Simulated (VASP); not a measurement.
# ZnO (P6_3mc) in VASP: further runs

ZnO is run at these levels: PBE, PBEsol; tasks: dielectric tensor, vibrations by perturbation theory.

Everything below comes from runs of VASP 6.6.1. Logs are shortened: lines on timing, memory, paths and dates and some standing lists are left out, and cuts for length are marked.

### Step 1. The cell of the first run

The structure is hexagonal, space group P6_3mc (No. 186). The conventional cell has a = 3.235 Å, b = 3.235 Å, c = 5.211 Å, α = 90.00°, β = 90.00°, γ = 120.00°. Within 2.6 Å of Zn (site symmetry 3m) lie 4 O at 1.97 to 1.98 Å. Within 2.6 Å of O (site symmetry 3m) lie 4 Zn at 1.97 to 1.98 Å.

### Step 2. Dielectric tensor, PBE

Contents of INCAR:

```
ALGO = Normal
EDIFF = 1E-8
ENCUT = 520
GGA = PE
ISIF = 2
ISMEAR = 0
LASPH = True
LCHARG = False
LEPSILON = True
LREAL = False
LWAVE = False
NELM = 80
PREC = Accurate
SIGMA = 0.01
```

Contents of KPOINTS:

```
k-points
0
Gamma
  9 9 4
```

Contents of POSCAR:

```
ZnO
1.0
    3.2353522132      0.0000000000      0.0000000000
   -1.6176761066      2.8018972068      0.0000000000
    0.0000000000      0.0000000000      5.2109131292
Zn O
2 2
Direct
    0.3333333333      0.6666666667      0.4996551084
    0.6666666667      0.3333333333     -0.0003448916
    0.6666666667      0.3333333333      0.3793548916
    0.3333333333      0.6666666667      0.8793548916
```

Potentials or basis: VASP PAW PBE potentials, release 64 (Zn, O).

The run is started by

```console
$ cat potpaw_PBE.64/Zn/POTCAR potpaw_PBE.64/O/POTCAR > POTCAR
$ mpirun -np 1 vasp_std > vasp.out
```

OUTCAR:

```text
EDIFF = 1E-8
   ENCUT = 520
   GGA = PE
   ISIF = 2
   ISMEAR = 0
   LASPH = True
   LEPSILON = True
   LREAL = False
   NELM = 80
   PREC = Accurate

 ion  position               nearest neighbor table
   1  0.333  0.667  0.500-   3 1.97   3 1.97   3 1.97   4 1.98
   2  0.667  0.333  1.000-   4 1.97   4 1.97   4 1.97   3 1.98
   3  0.667  0.333  0.379-   1 1.97   1 1.97   1 1.97   2 1.98
   4  0.333  0.667  0.879-   2 1.97   2 1.97   2 1.97   1 1.98

  LATTYP: Found a hexagonal cell.
 ALAT       =     3.2353522132
 C/A-ratio  =     1.6106169548

  Lattice vectors:

 A1 = (   3.2353522132,   0.0000000000,   0.0000000000)
 A2 = (  -1.6176761066,   2.8018972068,   0.0000000000)
 A3 = (   0.0000000000,   0.0000000000,   5.2109131292)

Analysis of symmetry for initial positions (statically):
=====================================================================
 Subroutine PRICEL returns:
 Original cell was already a primitive cell.

 Routine SETGRP: Setting up the symmetry group for a
 hexagonal supercell.

 Subroutine GETGRP returns: Found 12 space group operations
 (whereof  6 operations were pure point group operations)
 out of a pool of 24 trial point group operations.

The static configuration has the point symmetry C_3v.
 The point group associated with its full space group is C_6v.

Analysis of symmetry for dynamics (positions and initial velocities):
=====================================================================
 Subroutine PRICEL returns:
 Original cell was already a primitive cell.

 Routine SETGRP: Setting up the symmetry group for a
 hexagonal supercell.

 Subroutine GETGRP returns: Found 12 space group operations
 (whereof  6 operations were pure point group operations)
 out of a pool of 24 trial point group operations.

The dynamic configuration has the point symmetry C_3v.
 The point group associated with its full space group is C_6v.

 Subroutine INISYM returns: Found 12 space group operations
 (whereof  6 operations are pure point group operations),
 and found     1 'primitive' translations

----------------------------------------------------------------------------------------

                                     Primitive cell

  volume of cell :      47.2376

  direct lattice vectors                    reciprocal lattice vectors
     3.235352213  0.000000000  0.000000000     0.309085359  0.178450515  0.000000000
    -1.617676107  2.801897207  0.000000000     0.000000000  0.356901030  0.000000000
     0.000000000  0.000000000  5.210913129     0.000000000  0.000000000  0.191904945

  length of vectors
     3.235352213  3.235352213  5.210913129     0.356901030  0.356901030  0.191904945

  position of ions in fractional coordinates (direct lattice)
     0.333333333  0.666666667  0.499655108
     0.666666667  0.333333333  0.999655108
     0.666666667  0.333333333  0.379354892
     0.333333333  0.666666667  0.879354892

  ion indices of the primitive-cell ions
   primitive index   ion index
                 1           1
                 2           2
                 3           3
                 4           4

----------------------------------------------------------------------------------------

 KPOINTS: k-points

Automatic generation of k-mesh.
 Grid dimensions read from file:
 generate k-points for:    9    9    4

 Generating k-lattice:

  Cartesian coordinates                     Fractional coordinates (reciprocal lattice)
     0.034342818  0.019827835  0.000000000     0.111111111  0.000000000  0.000000000
     0.000000000  0.039655670  0.000000000     0.000000000  0.111111111  0.000000000
[... 84 lines left out ...]
   LHFCALC =     F    Hartree Fock is set to
   AEXX    =    0.0000 exact exchange contribution
   IVDW    =     0    specifies the selected vdW correction
   LEPSILON=     T    determine dielectric tensor
   LRPA    =     F    only Hartree local field effects (RPA)
 non-spin polarized calculation
 Gauss-broadening in eV      SIGMA  =   0.01
  energy-cutoff  :      520.00
  volume of cell :       47.24
 maximum number of plane-waves:      1296
   NGX = 13   NGY = 13   NGZ = 19

--------------------------------------- Ionic step        1  -------------------------------------------

 number of electron      36.0000015 magnetization

 E-fermi :   1.4129     XC(G=0): -10.9524

 val. band max:        1.2772802419   @ k =   0.0000   0.0000   0.0000
 cond. band min:       2.0705748305   @ k =   0.0000   0.0000   0.0000
 fundamental gap:      0.7932945887
 Fermi energy:         1.4129039744

 k-point     1 :       0.0000    0.0000    0.0000
  band No.  band energies     occupation
      1     -16.8797      2.00000
      2     -16.1458      2.00000
      3      -4.4614      2.00000
      4      -4.4614      2.00000
      5      -4.4229      2.00000
      6      -4.4076      2.00000
[... 589 lines left out ...]
     21       9.1006      0.00000
     22       9.4153      0.00000

 [... further k-points ...]

  FORCE on cell =-STRESS in cart. coord.  units (eV):
  Direction    XX          YY          ZZ          XY          YZ          ZX
  --------------------------------------------------------------------------------------
  -------------------------------------------------------------------------------------
  Total        2.1003709      2.1003709      2.1358860      0.0000000      0.0000000      0.0000000
  in kB       71.2391912     71.2391912     72.4437719      0.0000000      0.0000000      0.0000000
  external PRESSURE =      71.6407181 kB  Pullay stress =       0.0000000 kB

 VOLUME and BASIS-vectors are now :
 -----------------------------------------------------------------------------
  energy-cutoff  :      520.00
  volume of cell :       47.24
      direct lattice vectors                 reciprocal lattice vectors
     3.235352213  0.000000000  0.000000000     0.309085359  0.178450515  0.000000000
    -1.617676107  2.801897207  0.000000000     0.000000000  0.356901030  0.000000000
     0.000000000  0.000000000  5.210913129     0.000000000  0.000000000  0.191904945

 POSITION                                       TOTAL-FORCE (eV/Angst)
 -----------------------------------------------------------------------------------
     -0.00000      1.86793      2.60366        -0.000000      0.000000      0.003495
      1.61768      0.93397      5.20912         0.000000     -0.000000      0.003495
      1.61768      0.93397      1.97679        -0.000000     -0.000000     -0.003495
     -0.00000      1.86793      4.58224         0.000000      0.000000     -0.003495
 -----------------------------------------------------------------------------------
    total drift:                                0.000000      0.000001     -0.001036

  FREE ENERGIE OF THE ION-ELECTRON SYSTEM (eV)
  ---------------------------------------------------
  free  energy   TOTEN  =       -17.8080939296 eV

  energy  without entropy=      -17.8080939296  energy(sigma->0) =      -17.80809393

 HEAD OF MICROSCOPIC STATIC DIELECTRIC TENSOR (INDEPENDENT PARTICLE, excluding Hartree and local field effects)
 ------------------------------------------------------
           6.208171     0.000000     0.000000
           0.000000     6.208171     0.000000
           0.000000     0.000000     6.092898
 ------------------------------------------------------

 Free energy of the ion-electron system (eV)
  ---------------------------------------------------
  ---------------------------------------------------
  free energy    TOTEN  =        -0.70021189 eV

  energy without entropy =       -0.70021189

------------------------ aborting loop because EDIFF is reached ----------------------------------------

--------------------------------------- Ionic step        2  -------------------------------------------

------------------------ aborting loop because EDIFF is reached ----------------------------------------

--------------------------------------- Ionic step        3  -------------------------------------------

 Free energy of the ion-electron system (eV)
  ---------------------------------------------------
  ---------------------------------------------------
  free energy    TOTEN  =        -0.68656921 eV

  energy without entropy =       -0.68656921

------------------------ aborting loop because EDIFF is reached ----------------------------------------

 PIEZOELECTRIC TENSOR FIELD DIRECTION 3  (e Angst)
 -----------------------------------------------------------------------------
     1.15129  0.00000 -0.00000           (  0.05103  0.00000  0.00000)
     0.00000  1.15129  0.00000           (  0.00000  0.05103  0.00000)
     0.00000 -0.00000 -2.33012           (  0.00000  0.00000 -0.10922)

 PIEZOELECTRIC TENSOR FIELD DIRECTION 3  (C/m^2)
 -----------------------------------------------------------------------------
     0.39049  0.00000 -0.00000
     0.00000  0.39049  0.00000
     0.00000 -0.00000 -0.79032

 MACROSCOPIC STATIC DIELECTRIC TENSOR (including local field effects in DFT)
 ------------------------------------------------------
           6.106465    -0.000000     0.000000
           0.000000     6.106465    -0.000000
           0.000000    -0.000000     6.005352
 ------------------------------------------------------

 PIEZOELECTRIC TENSOR (including local field effects)  for field in x, y, z        (e  Angst)
          XX          YY          ZZ          XY          YZ          ZX
  --------------------------------------------------------------------------------
  x     0.00000     0.00000    -0.00000     0.00000     0.00000     1.22005
  y     0.00000     0.00000     0.00000     0.00000     1.22005     0.00000
  z     1.15129     1.15129    -2.33012     0.00000    -0.00000     0.00000

 PIEZOELECTRIC TENSOR (including local field effects)  for field in x, y, z        (C/m^2)
          XX          YY          ZZ          XY          YZ          ZX
  --------------------------------------------------------------------------------
  x     0.00000     0.00000    -0.00000     0.00000     0.00000     0.41381
  y     0.00000     0.00000     0.00000     0.00000     0.41381     0.00000
  z     0.39049     0.39049    -0.79032     0.00000    -0.00000     0.00000

 BORN EFFECTIVE CHARGES (including local field effects) (in |e|, cummulative output)
 ---------------------------------------------------------------------------------
 ion    1
    1     2.13866     0.00000     0.00000
    2     0.00000     2.13866     0.00000
    3     0.00000     0.00000     2.19198
 ion    2
    1     2.13866     0.00000     0.00000
    2     0.00000     2.13866     0.00000
    3     0.00000     0.00000     2.19198
 ion    3
    1    -2.13866     0.00000     0.00000
    2     0.00000    -2.13866     0.00000
    3     0.00000     0.00000    -2.19198
 ion    4
    1    -2.13866     0.00000     0.00000
    2     0.00000    -2.13866     0.00000
    3     0.00000     0.00000    -2.19198
```

Run time: 17 min. Hardware: 1 thread of Intel Xeon 8259CL, shared host; peak memory 0.36 GiB.

Results:

```yaml
Band_gap_on_the_k_mesh: 0.79 eV
Electronic_dielectric_tensor_diagonal: 6.11, 6.11, 6.01
Born_charges_mean_of_the_diagonal: Zn +2.16; O -2.16 e
```

Electronic dielectric tensor:
```
6.11 0.00 0.00
0.00 6.11 0.00
0.00 0.00 6.01
```

Born effective charge tensors (e):
atom 1, Zn
```
2.14 0.00 0.00
0.00 2.14 0.00
0.00 0.00 2.19
```
atom 2, Zn
```
2.14 0.00 0.00
0.00 2.14 0.00
0.00 0.00 2.19
```
atom 3, O
```
-2.14  0.00  0.00
 0.00 -2.14  0.00
 0.00  0.00 -2.19
```
atom 4, O
```
-2.14  0.00  0.00
 0.00 -2.14  0.00
 0.00  0.00 -2.19
```

Caveat: semilocal functionals underestimate gaps, and a narrow one can read as zero. Expect the measured gap to be larger: semilocal functionals such as PBE lack the derivative discontinuity.

### Step 3. Vibrations by perturbation theory, PBEsol

This run uses another cell than the first one, of 11.78 Å³/atom.

Contents of INCAR:

```
SYSTEM = ZnO
ALGO     = Normal         ! electronic algorithm
EDIFF    = 1E-8           ! SCF threshold, eV
ENCUT    = 520            ! plane-wave cutoff, eV
GGA      = PS             ! functional
IBRION   = 8              ! ionic algorithm
ISIF     = 2              ! what is computed and relaxed
ISMEAR   = 0              ! smearing method
LASPH    = .TRUE.         ! aspherical terms in the spheres
LCHARG   = .FALSE.        ! write CHGCAR
LEPSILON = .TRUE.         ! dielectric tensor by DFPT
LREAL    = .FALSE.        ! projectors in reciprocal space
LWAVE    = .FALSE.        ! write WAVECAR
NBANDS   = 26             ! bands
NELM     = 100            ! most SCF steps
NSW      = 1              ! ionic steps
PREC     = Accurate       ! precision mode
SIGMA    = 0.01           ! smearing width, eV
```

Contents of KPOINTS:

```
k-points
0
G
  9 9 4
  0 0 0
```

Contents of POSCAR:

```
ZnO
1.0
    3.2307071590      0.0000000000      0.0000000000
   -1.6153535795      2.7978744719      0.0000000000
    0.0000000000      0.0000000000      5.2125679680
Zn O
2 2
Direct
    0.3333333333      0.6666666667      0.4998972015
    0.6666666667      0.3333333333     -0.0001027985
    0.6666666667      0.3333333333      0.3791127985
    0.3333333333      0.6666666667      0.8791127985
```

Potentials or basis: VASP PAW PBE potentials, release 64 (Zn, O).

The run is started by

```console
$ cat potpaw_PBE.64/Zn/POTCAR potpaw_PBE.64/O/POTCAR > POTCAR
$ mpirun -np 1 vasp_std > vasp.out
```

OUTCAR:

```text
SYSTEM = ZnO
   EDIFF = 1E-8
   ENCUT = 520
   GGA = PS
   IBRION = 8
   ISIF = 2
   ISMEAR = 0
   LASPH = .TRUE.
   LEPSILON = .TRUE.
   LREAL = .FALSE.
   NELM = 100
   NSW = 1
   PREC = Accurate

 ion  position               nearest neighbor table
   1  0.333  0.667  0.500-   3 1.97   3 1.97   3 1.97   4 1.98
   2  0.667  0.333  1.000-   4 1.97   4 1.97   4 1.97   3 1.98
   3  0.667  0.333  0.379-   1 1.97   1 1.97   1 1.97   2 1.98
   4  0.333  0.667  0.879-   2 1.97   2 1.97   2 1.97   1 1.98

  LATTYP: Found a hexagonal cell.
 ALAT       =     3.2307071590
 C/A-ratio  =     1.6134448935

  Lattice vectors:

 A1 = (   3.2307071590,   0.0000000000,   0.0000000000)
[... 1033 lines left out ...]
  3Z     0.000000    0.000000    1.511904    0.000000    0.000000    5.160175    0.000000    0.000000  -11.633842    0.000000    0.000000    4.961762
  4X    -0.003684   -0.000000    0.000000    7.449130    0.000000    0.000000    0.952332    0.000000   -0.000000   -8.397778    0.000000    0.000000
  4Y     0.000000   -0.003684    0.000000    0.000000    7.449130    0.000000    0.000000    0.952332    0.000000    0.000000   -8.397778   -0.000000
  4Z     0.000000   -0.000000    5.160175    0.000000    0.000000    1.511904    0.000000    0.000000    4.961762    0.000000    0.000000  -11.633842

 Eigenvectors and eigenvalues of the dynamical matrix
 ----------------------------------------------------

   1 f  =   16.039158 THz   100.777004 2PiTHz  535.008732 cm-1    66.332599 meV
             X         Y         Z           dx          dy          dz
     -0.000000  1.865250  2.605748    -0.000000   -0.000000   -0.096758
      1.615354  0.932625  5.212032     0.000000    0.000000    0.096758
      1.615354  0.932625  1.976151     0.000000    0.000000   -0.700455
     -0.000000  1.865250  4.582435    -0.000000   -0.000000    0.700455
[... 71 lines left out ...]
  12 f/i=    0.034894 THz     0.219243 2PiTHz    1.163925 cm-1     0.144308 meV
             X         Y         Z           dx          dy          dz
     -0.000000  1.865250  2.605748     0.000000   -0.000000    0.634774
      1.615354  0.932625  5.212032     0.000000   -0.000000    0.634774
      1.615354  0.932625  1.976151     0.000000   -0.000000    0.311548
     -0.000000  1.865250  4.582435     0.000000   -0.000000    0.311548

--------------------------------------------------------------------------------------------------------

 MACROSCOPIC STATIC DIELECTRIC TENSOR IONIC CONTRIBUTION
 ------------------------------------------------------
           4.788210    -0.000000    -0.000000
          -0.000000     4.788210    -0.000000
          -0.000000    -0.000000     5.653298
 ------------------------------------------------------

 ELASTIC MODULI CONTR FROM IONIC RELAXATION (kBar)
 Direction    XX          YY          ZZ          XY          YZ          ZX
 --------------------------------------------------------------------------------
 XX        -741.5711    290.7565    442.2784      0.0000     -0.0000     -0.0000
 YY         290.7565   -741.5711    442.2784     -0.0000      0.0000      0.0000
 ZZ         442.2784    442.2784   -867.8078      0.0000     -0.0000     -0.0000
 XY           0.0000     -0.0000      0.0000   -516.1638     -0.0000     -0.0000
 YZ           0.0000      0.0000     -0.0000     -0.0000   -193.1596      0.0000
 ZX          -0.0000      0.0000     -0.0000     -0.0000      0.0000   -188.3039
 --------------------------------------------------------------------------------

 PIEZOELECTRIC TENSOR IONIC CONTR  for field in x, y, z        (C/m^2)
          XX          YY          ZZ          XY          YZ          ZX
  --------------------------------------------------------------------------------
  x    -0.00000     0.00000    -0.00000     0.00000     0.00000    -0.89349
  y    -0.00000     0.00000    -0.00000    -0.00000    -0.90493     0.00000
  z    -1.06220    -1.06220     2.08418    -0.00000     0.00000     0.00000
```

OSZICAR:

```text
N       E                     dE             d eps       ncg     rms          rms(c)
DAV:   1     0.288693399080E+03    0.28869E+03   -0.18158E+04  1912   0.203E+03
DAV:   2     0.845823351730E+01   -0.28024E+03   -0.26286E+03  1986   0.406E+02
DAV:   3    -0.216276465539E+02   -0.30086E+02   -0.29699E+02  2114   0.136E+02
DAV:   4    -0.222085253846E+02   -0.58088E+00   -0.57947E+00  2124   0.191E+01
[... 208 lines left out ...]
RMM:  11    -0.375998130823E+00   -0.42203E-06   -0.20315E-08  3537   0.475E-05    0.709E-06
RMM:  12    -0.375998082857E+00    0.47966E-07   -0.34698E-09  3853   0.144E-05    0.378E-06
RMM:  13    -0.375998107370E+00   -0.24513E-07   -0.28332E-09  3580   0.887E-06    0.104E-06
RMM:  14    -0.375998114845E+00   -0.74754E-08   -0.12959E-09  3195   0.504E-06    0.441E-07
 Linear response finished
```

stdout:

```text
POSCAR found type information on POSCAR ZnO
 POSCAR found :  2 types and       4 ions
 scaLAPACK will be used
 -----------------------------------------------------------------------------
|                                                                             |
[... 106 lines left out ...]
 LRF_COMMUTATOR internal error: the vector H(1)-e(1) S(1) |phi(0)> is not orthog
 onal to |phi(0)> (1.170064699797984E-004,2.143771271612138E-014)
 LRF_COMMUTATOR internal error: the vector H(1)-e(1) S(1) |phi(0)> is not orthog
 onal to |phi(0)> (1.121297970170832E-004,7.445433158892456E-015)
 LRF_COMMUTATOR internal error: the vector H(1)-e(1) S(1) |phi(0)> is not orthog
 onal to |phi(0)> (-1.187583488892630E-004,-4.592159985605804E-014)
 LRF_COMMUTATOR internal error: the vector H(1)-e(1) S(1) |phi(
```

It took 45 min on 1 thread of Intel Xeon 8259CL, shared host; peak memory 0.52 GiB.

What came out:

```
Electronic dielectric tensor (diagonal)                 : 7.03, 7.03, 6.70
Born charges (mean of the diagonal)                     : Zn +2.17; O -2.17 e
Highest phonon frequency at Γ, LO-TO splitting left out : 535 cm⁻¹
```

Phonon frequencies in cm⁻¹ (negative: imaginary):
```
              q point                               frequencies
(0.000, 0.000, 0.000)  -1 0 0 88 88 251 375 397 397 430 430 535
```

Electronic dielectric tensor:
```
7.03 0.00 0.00
0.00 7.03 0.00
0.00 0.00 6.70
```

Born effective charge tensors (e):
atom 1, Zn
```
2.15 0.00 0.00
0.00 2.15 0.00
0.00 0.00 2.21
```
atom 2, Zn
```
2.15 0.00 0.00
0.00 2.15 0.00
0.00 0.00 2.21
```
atom 3, O
```
-2.15  0.00  0.00
 0.00 -2.15  0.00
 0.00  0.00 -2.21
```
atom 4, O
```
-2.15  0.00  0.00
 0.00 -2.15  0.00
 0.00  0.00 -2.21
```

Caveat: the PAW data sets were made with another functional, which shifts forces and pressure a little.
